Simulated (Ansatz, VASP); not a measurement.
**SiBF: VASP beside Ansatz**

Contents of INCAR:

```
SYSTEM = SiBF
PREC = Accurate
ENCUT = 600
EDIFF = 1E-6
ISMEAR = 0
SIGMA = 0.1
LREAL = .False.
LASPH = .True.
NELM = 80
ALGO = Normal
ISIF = 3
LWAVE = .False.
LCHARG = .False.
GGA = PE
IBRION = 2
NSW = 90
EDIFFG = -0.04
```

The input KPOINTS:

```
regular mesh
0
Gamma
  8 6 4
  0 0 0
```

POSCAR

```
SiBF
1.0
    2.4355821600      0.0000000000      0.0000000000
    0.0000000000      3.3593380000      0.0000000000
    0.0000000000      0.0000000000      4.7585269100
Si B F
1 1 1
Direct
    0.0000000000      0.5000000000      0.0000000000
    0.5000000000      0.0000000000      0.0000000000
    0.0000000000      0.0000000000      0.0000000000
```

Input for Ansatz:

```yaml
crystal:
  lattice:
    - [2.43558216, 0.0, 0.0]
    - [0.0, 3.359338, 0.0]
    - [0.0, 0.0, 4.75852691]
  atoms:
    - { symbol: Si, position: [0.0, 0.5, 0.0] }
    - { symbol: B, position: [0.5, 0.0, 0.0] }
    - { symbol: F, position: [0.0, 0.0, 0.0] }
basis:
  ecutwfc: 420
kpoints:
  mp_grid: { grid: [8, 6, 4] }
hamiltonian:
  xc: pbe
scf:
  occupations: { method: gaussian, width: 0.1 }
  lower_state_search: "off"
output:
  forces: true
  stress: true
  eigenvalues: true
relax:
  adjacent_minimum: "off"
  f_tol: 0.04
  max_steps: 70
  cell: { stress_tol: 0.4 }
```

Alike in both runs: task relaxation of cell and atoms; functional PBE; k mesh 8 × 6 × 4; occupations gaussian, width 0.1 eV; no spin polarisation.

|  | VASP | Ansatz |
| --- | --- | --- |
| version | VASP 6.6.1 | Ansatz 0.2.0 |
| potentials or method | VASP PAW PBE potentials, release 64 (Si, B, F), cutoff 600 eV | scalar-relativistic, plane waves, PAW |
| valence electrons in the cell | 14 | 14 |

|  | VASP | Ansatz | Ansatz less VASP |
| --- | --- | --- | --- |
| gap on the k mesh at the Fermi level, each at its own relaxed structure (eV) | none | none | - |
| relaxed volume (Å³/atom) | 11.11 | 12.32 | +1.205 |
| relaxed cell length with the largest relative difference (Å) | 3.449 | 3.984 | +0.5347 |

A gap of «none» marks a metal or a gap that the smearing closes. One of these differences is far larger than is usual between the two programs; its cause wasn't traced.
